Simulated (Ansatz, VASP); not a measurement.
CuI in VASP and in Ansatz

Contents of POSCAR:

```
CuI
1.0
    0.0000000000      3.0708027619      3.0708027619
    3.0708027619      0.0000000000      3.0708027619
    3.0708027619      3.0708027619      0.0000000000
Cu I
1 1
Direct
    0.2500000000      0.2500000000      0.2500000000
    0.0000000000      0.0000000000      0.0000000000
```

Contents of INCAR.step1:

```
PREC     = Accurate       # precision mode
ENCUT    = 520            # plane-wave cutoff, eV
ISMEAR   = 0              # smearing method
SIGMA    = 0.02           # smearing width, eV
LREAL    = F              # projectors in reciprocal space
LASPH    = T              # aspherical terms in the spheres
NELM     = 100            # most SCF steps
NBANDS   = 16             # bands
GGA      = PE             # functional
ALGO     = Normal         # electronic algorithm
EDIFF    = 1E-4           # SCF threshold, eV
LWAVE    = T              # write WAVECAR
LCHARG   = F              # write CHGCAR
```

File INCAR.step2:

```
PREC     = Accurate       # precision mode
ENCUT    = 520            # plane-wave cutoff, eV
EDIFF    = 1E-6           # SCF threshold, eV
ISMEAR   = 0              # smearing method
SIGMA    = 0.02           # smearing width, eV
LREAL    = F              # projectors in reciprocal space
LASPH    = T              # aspherical terms in the spheres
NELM     = 100            # most SCF steps
ALGO     = Normal         # electronic algorithm
ISIF     = 2              # what is computed and relaxed
LWAVE    = F              # write WAVECAR
LCHARG   = F              # write CHGCAR
METAGGA  = R2SCAN         # meta-GGA
LMIXTAU  = T            
NBANDS   = 16             # bands
ISTART   = 1
```

Contents of KPOINTS:

```
regular mesh
0
Gamma
  8 8 8
```

Input for Ansatz:

```yaml
crystal:
  lattice:
    - [0.0, 3.0708027568, 3.0708027568]
    - [3.0708027568, 0.0, 3.0708027568]
    - [3.0708027568, 3.0708027568, 0.0]
  atoms:
    - { symbol: Cu, position: [0.25, 0.25, 0.25] }
    - { symbol: I, position: [0.0, 0.0, 0.0] }
basis:
  ecutwfc: 500
kpoints:
  mp_grid: { grid: [8, 8, 8] }
hamiltonian:
  xc: r2scan
scf:
  occupations: { method: gaussian, width: 0.02 }
output:
  forces: true
  stress: true
  eigenvalues: true
```

Alike in both runs: task single point; functional r2SCAN; k mesh 8 × 8 × 8; occupations gaussian, width 0.02 eV; no spin polarisation.

|  | VASP | Ansatz |
| --- | --- | --- |
| version | VASP 6.6.1 | Ansatz 0.2.0 |
| potentials or method | VASP PAW PBE potentials, release 64 (Cu, I), cutoff 520 eV | scalar-relativistic, plane waves, PAW |
| valence electrons in the cell | 18 | 36 |

VASP gave:

```
gap on the k mesh at the Fermi level (eV) : 1.51
least direct gap on the mesh (eV)         : 1.51
pressure (GPa)                            : -2.3
```

What did Ansatz give for the same quantities?

gap on the k mesh at the Fermi level (eV): 1.50; least direct gap on the mesh (eV): 1.50; pressure (GPa): -2.2.

VASP's potentials were made for PBE, not for r2SCAN. VASP's potentials hold 18 valence electrons a cell and Ansatz's 36, so a difference there can come from the potentials and not from the codes.

Spin-orbit coupling is off throughout.
